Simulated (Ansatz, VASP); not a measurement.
KHf3O2: VASP beside Ansatz

```
K Hf O
1.0
     3.19653    0.00000    0.00000
    -1.59826    2.76827    0.00000
     0.00000    0.00000   12.04239
K Hf O
1 3 2
Cartesian
  0.0000 0.0000 0.0000
  0.0000 0.0000 3.2523
  0.0000 0.0000 8.7901
  0.0000 0.0000 6.0212
  0.0000 1.8455 10.0042
  1.5983 0.9228 2.0382
```

Alike in both runs: functional PBE; k mesh 6 × 6 × 2; occupations gaussian, width 0.1 eV; no spin polarisation.

Ansatz relaxed the structure, and its values are those at the end. VASP's run is a single point on that final structure, the one shown.

|  | VASP | Ansatz |
| --- | --- | --- |
| version | VASP 6.6.1 | Ansatz 0.2.0 |
| potentials or method | VASP PAW PBE potentials, release 64 (K_sv, Hf_pv, O), cutoff 520 eV | scalar-relativistic, plane waves, PAW |
| valence electrons in the cell | 51 | 99 |

|  | VASP | Ansatz | Ansatz less VASP |
| --- | --- | --- | --- |
| gap on the k mesh at the Fermi level (eV) | none | none | - |
| pressure (GPa) | -0.7 | 0.1 | +0.76 |
| rms of the force components (eV/Å) | 0.058 | 0.003 | -0.0557 |

A gap of «none» marks a metal or a gap that the smearing closes. VASP's potentials hold 51 valence electrons a cell and Ansatz's 99, so a difference there can come from the potentials and not from the codes.

The k mesh is coarse, so the values compare programs but aren't converged. Spin-orbit coupling is off throughout.
